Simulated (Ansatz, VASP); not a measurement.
# SnO in VASP and in Ansatz

File INCAR:

```
PREC     = Accurate       # precision mode
ENCUT    = 910            # plane-wave cutoff, eV
EDIFF    = 1E-6           # SCF threshold, eV
ISMEAR   = 0              # smearing method
SIGMA    = 0.01           # smearing width, eV
LREAL    = F              # projectors in reciprocal space
LASPH    = T              # aspherical terms in the spheres
NELM     = 120            # most SCF steps
ALGO     = Normal         # electronic algorithm
ISIF     = 2              # what is computed and relaxed
LWAVE    = F              # write WAVECAR
LCHARG   = F              # write CHGCAR
NBANDS   = 28             # bands
GGA_COMPAT= F
```

The input KPOINTS:

```
Automatic mesh
0
Gamma
  6 4 4
```

The input POSCAR:

```
SnO
1.0
    3.3550050000      0.0000000000      0.0000000000
    0.0000000000      5.6741040000      0.0000000000
    0.0000000000      0.0000000000      4.2219700000
Sn O
2 2
Direct
    0.0000000000      0.2319090000      0.5131440000
    0.5000000000      0.7680910000      0.0131440000
    0.0000000000      0.8912500000      0.7368570000
    0.5000000000      0.1087500000      0.2368570000
```

Input for Ansatz:

```yaml
crystal:
  lattice:
    - [3.355005, 0.0, 0.0]
    - [0.0, 5.674104, 0.0]
    - [0.0, 0.0, 4.22197]
  atoms:
    - { symbol: Sn, position: [0.0, 0.231909, 0.513144] }
    - { symbol: Sn, position: [0.5, 0.768091, 0.013144] }
    - { symbol: O, position: [0.0, 0.89125, 0.736857] }
    - { symbol: O, position: [0.5, 0.10875, 0.236857] }
basis:
  ecutwfc: 421.77648681281397
kpoints:
  mp_grid:
    grid: [6, 4, 4]
hamiltonian:
  xc: lda
scf:
  occupations:
    method: fixed
output:
  forces: true
  stress: true
```

Alike in both runs: task single point; functional LDA; k mesh 6 × 4 × 4; no spin polarisation.

```csv
,VASP,Ansatz
version,VASP 6.6.1,Ansatz 0.2.0
potentials or method,"VASP PAW LDA potentials, release 64 (Sn_d, O_h), cutoff 910 eV","plane waves, PAW"
occupations,"gaussian, width 0.01 eV",fixed
valence electrons in the cell,40,40
```

VASP gave:

| Item | Value |
| --- | --- |
| rms of the force components (eV/Å) | 0.288 |

Question: Estimate Ansatz's values.

Answer: rms of the force components (eV/Å): 0.325.

LDA's correlation is that of Perdew and Zunger in VASP and of Perdew and Wang (1992) in Ansatz. Atom by atom the forces differ by 0.038 eV/Å (rms over components).

Noted on VASP's run: the cutoff is short for stress, so the pressure is rough.
